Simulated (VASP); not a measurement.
## Cd3HgO4: single point with PBEsol

Cd3HgO4:

```xyz
8
Lattice="3.5655 -4.5792 0.0000 3.5655 4.5792 0.0000 0.0000 0.0000 3.4686" Properties=species:S:1:pos:R:3 pbc="T T T"
Cd    1.7828    2.2896    0.0000
Cd    0.0000    0.0000    1.7343
Cd    1.7828   -2.2896    0.0000
Hg    3.5655    0.0000    1.7343
O     5.5970    0.0000    0.0000
O     3.5655   -2.1533    1.7343
O     3.5655    2.1533    1.7343
O     1.5340    0.0000    0.0000
```

```yaml
Program: VASP 6.6.1
Task: single point
Functional: PBEsol
Potentials_or_basis: VASP PAW PBE potentials, release 64 (Cd, Hg, O)
Cutoff: 520 eV
k_mesh: 8 × 8 × 12
Occupations: gaussian, width 0.1 eV
Spin: no spin polarisation
Dipole_correction: no
k_mesh_for_the_DOS: 12 × 12 × 18
Occupations_for_the_DOS: tetrahedron
Further_INCAR_settings: ALGO = Fast; EDIFF = 1e-07
```

```
Valence electrons inside the program's atomic spheres : Cd 10.18, 10.23 (each value once); Hg 10.40; O 4.88, 4.87 (each value once)
```

Levels at points of the mesh, in eV from the Fermi level:
```csv
k point,band 32,band 33,band 34,band 35,band 36,band 37,band 38,band 39,band 40,band 41
"(0.00, 0.00, 0.00)",-1.45,-1.43,-0.75,-0.39,-0.14,-0.03,2.99,3.81,3.88,5.88
"(0.50, 0.00, 0.00)",-1.58,-1.17,-1.08,-0.55,-0.53,1.76,1.85,4.21,4.41,6.59
"(0.50, 0.50, 0.00)",-1.67,-1.66,-1.48,-1.10,-0.29,2.93,3.07,3.90,4.21,7.09
"(0.00, 0.00, 0.50)",-2.33,-2.27,-2.23,-1.14,-0.30,3.47,3.93,5.18,5.58,6.04
"(0.50, 0.00, 0.50)",-1.85,-1.61,-1.53,-1.07,-0.94,3.13,4.22,4.31,5.10,5.62
"(0.50, 0.50, 0.50)",-2.21,-0.78,-0.45,-0.41,-0.17,2.52,2.90,3.57,3.58,6.13
```

Run time: 68 min on 1 thread of Oxide Virtual Turin-like Processor (shared host), peak memory 1.5 GiB.

Caveat: spin-orbit coupling is left out, which moves the levels of the heavy elements.
